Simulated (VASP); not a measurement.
# BAs (F-43m) in VASP: further runs, part 2 of 2

VASP 6.6.1. Earlier steps stand in the parts before.

## (5) Single point, PBE-based global hybrid

Contents of POSCAR:

```
BAs
1.0
    0.0000000000      2.3918676038      2.3918676038
    2.3918676038      0.0000000000      2.3918676038
    2.3918676038      2.3918676038      0.0000000000
B As
1 1
Direct
    0.0000000000      0.0000000000      0.0000000000
    0.2500000000      0.2500000000      0.2500000000
```

Contents of INCAR.step1:

```
  PREC = Accurate
  ENCUT = 520
  EDIFF = 1E-5
  ISMEAR = 0
  SIGMA = 0.01
  LREAL = False
  LASPH = True
  NELM = 100
  ALGO = Normal
  ISIF = 2
  LWAVE = True
  LCHARG = False
  NBANDS = 11
  GGA = PE
```

Contents of INCAR.step2:

```
  PREC = Accurate
  ENCUT = 520
  EDIFF = 1E-7
  ISMEAR = 0
  SIGMA = 0.01
  LREAL = False
  LASPH = True
  NELM = 100
  ALGO = Normal
  ISIF = 2
  LWAVE = False
  LCHARG = False
  GGA = PE
  LHFCALC = True
  AEXX = 0.75
  PRECFOCK = Normal
  NBANDS = 11
  ISTART = 1
```

Contents of KPOINTS:

```
Automatic mesh
0
Gamma
  4 4 4
```

Potentials or basis: VASP PAW PBE potentials, release 64 (B, As).

On the command line:

```bash
cat potpaw_PBE.64/B/POTCAR potpaw_PBE.64/As/POTCAR > POTCAR
cp INCAR.step1 INCAR
mpirun -np 1 vasp_std > vasp.out
cp INCAR.step2 INCAR
mpirun -np 1 vasp_std > vasp.out
```

OUTCAR:

```text
PREC = Accurate
   ENCUT = 520
   EDIFF = 1E-7
   ISMEAR = 0
   LREAL = False
   LASPH = True
   NELM = 100
   ISIF = 2
   GGA = PE
   LHFCALC = True
   AEXX = 0.75
   PRECFOCK = Normal
   ISTART = 1

 ion  position               nearest neighbor table
   1  0.000  0.000  0.000-   2 2.07   2 2.07   2 2.07   2 2.07
   2  0.250  0.250  0.250-   1 2.07   1 2.07   1 2.07   1 2.07

  LATTYP: Found a face centered cubic cell.
 ALAT       =     4.7837352076

  Lattice vectors:

 A1 = (   0.0000000000,   2.3918676038,   2.3918676038)
 A2 = (   2.3918676038,   0.0000000000,   2.3918676038)
 A3 = (   2.3918676038,   2.3918676038,   0.0000000000)

Analysis of symmetry for initial positions (statically):
=====================================================================
 Subroutine PRICEL returns:
 Original cell was already a primitive cell.

 Routine SETGRP: Setting up the symmetry group for a
 face centered cubic supercell.

 Subroutine GETGRP returns: Found 24 space group operations
 (whereof 24 operations were pure point group operations)
 out of a pool of 48 trial point group operations.
[... 163 lines left out ...]
  band No.  band energies     occupation
      1     -16.4517      2.00000
      2       3.4541      2.00000
      3       3.4541      2.00000
      4       3.4541      2.00000
      5      11.8846      0.00000
      6      11.8846      0.00000
      7      11.8846      0.00000
      8      14.4059      0.00000
      9      18.6837      0.00000
     10      22.2770      0.00000
     11      22.2770      0.00000
[... 85 lines left out ...]
 k-point     8 :      -0.2500    0.5000    0.2500
  band No.  band energies     occupation
      1     -10.5473      2.00000
      2      -7.2419      2.00000
      3      -3.2921      2.00000
      4      -2.9433      2.00000
      5      13.9933      0.00000
      6      15.3920      0.00000
      7      15.6353      0.00000
      8      16.4394      0.00000
      9      22.8361      0.00000
     10      25.9234      0.00000
     11      26.0437      0.00000

------------------------ aborting loop because EDIFF is reached ----------------------------------------

  FORCE on cell =-STRESS in cart. coord.  units (eV):
  Direction    XX          YY          ZZ          XY          YZ          ZX
  --------------------------------------------------------------------------------------
  -------------------------------------------------------------------------------------
  Total       -1.4577057     -1.4577057     -1.4577057      0.0000000      0.0000000      0.0000000
  in kB      -85.3373233    -85.3373233    -85.3373233      0.0000000      0.0000000      0.0000000
  external PRESSURE =     -85.3373233 kB  Pullay stress =       0.0000000 kB

 VOLUME and BASIS-vectors are now :
 -----------------------------------------------------------------------------
  energy-cutoff  :      520.00
  volume of cell :       27.37
      direct lattice vectors                 reciprocal lattice vectors
     0.000000000  2.391867604  2.391867604    -0.209041671  0.209041671  0.209041671
     2.391867604  0.000000000  2.391867604     0.209041671 -0.209041671  0.209041671
     2.391867604  2.391867604  0.000000000     0.209041671  0.209041671 -0.209041671

 POSITION                                       TOTAL-FORCE (eV/Angst)
 -----------------------------------------------------------------------------------
      0.00000      0.00000      0.00000         0.000000      0.000000      0.000000
      1.19593      1.19593      1.19593        -0.000000     -0.000000     -0.000000
 -----------------------------------------------------------------------------------
    total drift:                                0.000000     -0.000000     -0.000000

  FREE ENERGIE OF THE ION-ELECTRON SYSTEM (eV)
  ---------------------------------------------------
  free  energy   TOTEN  =       -20.0057926878 eV

  energy  without entropy=      -20.0057926878  energy(sigma->0) =      -20.00579269
```

OUTCAR.step1:

```text
PREC = Accurate
   ENCUT = 520
   EDIFF = 1E-5
   ISMEAR = 0
   LREAL = False
[... 316 lines left out ...]
      0.00000      0.00000      0.00000        -0.000000     -0.000000     -0.000000
      1.19593      1.19593      1.19593         0.000000      0.000000      0.000000
 -----------------------------------------------------------------------------------
    total drift:                               -0.000000     -0.000000     -0.000000

  FREE ENERGIE OF THE ION-ELECTRON SYSTEM (eV)
  ---------------------------------------------------
  free  energy   TOTEN  =       -11.2304824655 eV

  energy  without entropy=      -11.2304824655  energy(sigma->0) =      -11.23048247
```

OSZICAR.step1:

```text
N       E                     dE             d eps       ncg     rms          rms(c)
DAV:   1     0.138536071898E+02    0.13854E+02   -0.37886E+03   176   0.650E+02
DAV:   2    -0.111705851315E+02   -0.25024E+02   -0.23828E+02   257   0.105E+02
DAV:   3    -0.118949675309E+02   -0.72438E+00   -0.72322E+00   217   0.168E+01
DAV:   4    -0.118967162951E+02   -0.17488E-02   -0.17487E-02   194   0.100E+00
DAV:   5    -0.118967192975E+02   -0.30024E-05   -0.30023E-05   211   0.417E-02    0.497E+00
DAV:   6    -0.112994048137E+02    0.59731E+00   -0.16612E+00   185   0.522E+00    0.240E+00
DAV:   7    -0.112369918996E+02    0.62413E-01   -0.19223E-01   203   0.217E+00    0.101E+00
DAV:   8    -0.112298950707E+02    0.70968E-02   -0.23128E-02   188   0.861E-01    0.105E-01
DAV:   9    -0.112302870075E+02   -0.39194E-03   -0.89172E-04   203   0.166E-01    0.623E-02
DAV:  10    -0.112304771999E+02   -0.19019E-03   -0.23757E-04   187   0.943E-02    0.121E-02
DAV:  11    -0.112304824655E+02   -0.52656E-05   -0.50919E-06   187   0.152E-02
   1 F= -.11230482E+02 E0= -.11230482E+02  d E =-.638509E-77
```

It took 3.6 min on 1 thread of Intel Xeon Platinum 8259CL at 2.50GHz (Skylake/Cascade Lake), shared host; peak memory 0.16 GiB.

What came out:

* Free energy: -20.0058 eV
* Pressure: -8.5 GPa
* Band gap on the k mesh: 6.01 eV, indirect (least direct gap 8.43 eV)

Caveat: the k points lie up to 0.57 Å⁻¹ apart; the PAW data sets were made with another functional, which shifts forces and pressure a little. A k mesh can miss the band edges.

## (6) Single point, PBE-based screened hybrid

POSCAR is that of step 5.

Contents of INCAR.step1:

```
SYSTEM = BAs
  ALGO = Normal
  EDIFF = 1E-5
  ENCUT = 520
  GGA = PE
  ISIF = 2
  ISMEAR = 0
  LASPH = .TRUE.
  LCHARG = .FALSE.
  LREAL = .FALSE.
  LWAVE = .TRUE.
  NBANDS = 11
  NELM = 100
  PREC = Accurate
  SIGMA = 0.01
```

Contents of INCAR.step2:

```
SYSTEM = BAs
  AEXX = 0.35
  ALGO = Normal
  EDIFF = 1E-7
  ENCUT = 520
  GGA = PE
  HFSCREEN = 0.3
  ISIF = 2
  ISMEAR = 0
  ISTART = 1
  LASPH = .TRUE.
  LCHARG = .FALSE.
  LHFCALC = .TRUE.
  LREAL = .FALSE.
  LWAVE = .FALSE.
  NBANDS = 11
  NELM = 100
  PREC = Accurate
  PRECFOCK = Normal
  SIGMA = 0.01
```

Contents of KPOINTS:

```
k-points
0
G
  4 4 4
  0 0 0
```

Potentials or basis: VASP PAW PBE potentials, release 64 (B, As).

On the command line:

```bash
cat potpaw_PBE.64/B/POTCAR potpaw_PBE.64/As/POTCAR > POTCAR
cp INCAR.step1 INCAR
mpirun -np 1 vasp_std > vasp.out
cp INCAR.step2 INCAR
mpirun -np 1 vasp_std > vasp.out
```

Run time: 2.8 min. Hardware: 1 thread of Intel Xeon Platinum 8259CL at 2.50GHz (Skylake/Cascade Lake), shared host; peak memory 0.26 GiB.

It converged, with:

- Free energy: -13.3723 eV
- Pressure: -1.6 GPa
- Band gap on the k mesh: 2.15 eV, indirect (least direct gap 4.23 eV)

Levels at points of the mesh, in eV from the valence-band top:
| k point | band 1 | band 2 | band 3 | band 4 | band 5 | band 6 | band 7 | band 8 | band 9 |
| --- | --- | --- | --- | --- | --- | --- | --- | --- | --- |
| (0.00, 0.00, 0.00) | -17.33 | 0.00 | 0.00 | 0.00 | 4.23 | 4.23 | 4.23 | 6.07 | 10.78 |
| (0.50, 0.00, 0.00) | -14.04 | -9.83 | -2.00 | -2.00 | 3.68 | 5.81 | 5.81 | 10.20 | 14.32 |
| (0.50, 0.50, 0.00) | -12.48 | -9.65 | -4.51 | -4.51 | 2.15 | 2.24 | 13.21 | 13.21 | 14.73 |

Caveat: the k points lie up to 0.57 Å⁻¹ apart; the PAW data sets were made with another functional, which shifts forces and pressure a little. A k mesh can miss the band edges.

## (7) Overview

```csv
level,k mesh,smearing,grid for exact exchange (PRECFOCK),share of exact exchange,screening parameter,gap on the mesh (eV),pressure (GPa)
PBEsol,6 × 6 × 6,methfessel-paxton 0.5 eV,-,-,-,1.18,-0.5
PBEsol,6 × 6 × 6,gaussian 0.01 eV,-,-,-,1.18,-0.5
PBE-based global hybrid,4 × 4 × 4,gaussian 0.01 eV,Normal,0.1,-,2.00,1.7
PBE-based global hybrid,4 × 4 × 4,gaussian 0.01 eV,Normal,0.75,-,6.01,-8.5
PBE-based screened hybrid,4 × 4 × 4,gaussian 0.01 eV,Normal,0.35,0.3 1/Å,2.15,-1.6
```

Alike in all rows: task single point; potentials or basis VASP PAW PBE potentials, release 64 (B, As); no spin polarisation; cell as given; cutoff (eV) 520.

Caveats: some runs use coarse meshes; the PAW data sets were made with another functional, which shifts forces and pressure a little.

Absolute energies hang on the potentials; compare differences alone.
